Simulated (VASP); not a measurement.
Sn, 1 atom in the cell. The structure is cubic, space group Im-3m (No. 229). Conventional cell: a = 3.826 Å, b = 3.826 Å, c = 3.826 Å, α = 90.00°, β = 90.00°, γ = 90.00°. Sn (site symmetry m-3m) has 14 Sn at 3.31 to 3.83 Å within 4.4 Å. This isn't the form of Sn at room conditions, which is tetragonal (white tin).

- Program: VASP 6.6.1
- Task: relaxation of cell and atoms
- Functional: PBEsol
- Potentials or basis: VASP PAW PBE potentials, release 64 (Sn_d)
- Cutoff: 500 eV
- k mesh: 15 × 15 × 15
- Occupations: fermi-dirac, width 0.05 eV
- Spin: no spin polarisation
- Dipole correction: no
- Further INCAR settings: ALGO = Normal; EDIFF = 1e-07; IBRION = 2; EDIFFG = -0.005; NSW = 60; ISIF = 3

Potentials or basis: VASP PAW PBE potentials, release 64 (Sn_d).

Command:

```console
$ cat potpaw_PBE.64/Sn_d/POTCAR > POTCAR
$ mpirun -np 1 vasp_std > vasp.out
```

Hardware: 1 thread of Intel(R) Xeon(R) 6975P-C (Granite Rapids), on a shared host.

Question: How long does it take, and how much memory?

Answer: It took 18 s on 1 thread of Intel(R) Xeon(R) 6975P-C (Granite Rapids) (shared host), peak memory 0.16 GiB. Counts: scf iterations 27, k points 120, ion steps 3.
